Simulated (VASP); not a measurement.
## C: single point with PBEsol

C:

```xyz
10
Lattice="1.2611 0.7281 10.2964 -1.2611 0.7281 10.2964 0.0000 -1.4561 10.2964" Properties=species:S:1:pos:R:3 pbc="T T T"
C     0.0000    0.0000    0.7722
C     0.0000    0.0000   30.1171
C     0.0000    0.0000    3.3453
C     0.0000    0.0000   27.5440
C     0.0000    0.0000    4.8898
C     0.0000    0.0000   25.9995
C     0.0000    0.0000   11.5835
C     0.0000    0.0000   19.3058
C     0.0000    0.0000   13.1280
C     0.0000    0.0000   17.7613
```

```yaml
Program: VASP 6.6.1
Task: single point
Functional: PBEsol
Potentials_or_basis: VASP PAW PBE potentials, release 64 (C)
Cutoff: 520 eV
k_mesh: 6 × 6 × 6, shifted
Occupations: gaussian, width 0.05 eV
Spin: no spin polarisation
Dipole_correction: no
Further_INCAR_settings: ALGO = Normal; EDIFF = 1e-07; NBANDS = 31
```

- Pressure: -3.3 GPa
- Largest force: 0.350 eV/Å
- Band gap on the k mesh: 4.34 eV, indirect (least direct gap 5.22 eV)

Forces on the atoms (eV/Å):
```
C    0.000  0.000 -0.324
C    0.000  0.000  0.324
C    0.000  0.000  0.350
C    0.000  0.000 -0.350
C    0.000  0.000  0.048
C    0.000  0.000 -0.048
C    0.000  0.000 -0.346
C    0.000  0.000  0.346
C    0.000  0.000  0.316
C    0.000  0.000 -0.316
```

Stress tensor (GPa, compression positive):
```
-6.56  0.00  0.00
 0.00 -6.56  0.00
 0.00  0.00  3.10
```

Levels at points of the mesh, in eV from the valence-band top:
```csv
k point,band 17,band 18,band 19,band 20,band 21,band 22,band 23,band 24
"(0.08, 0.08, 0.08)",-1.20,-0.22,0.00,0.00,5.22,5.22,5.67,6.57
```

It took 8.7 min on 1 thread of Intel(R) Xeon(R) Platinum 8488C (Sapphire Rapids), on a shared host, peak memory 0.87 GiB.

Caveat: the PAW data sets were made with another functional, which shifts forces and pressure a little. A k mesh can miss the band edges.
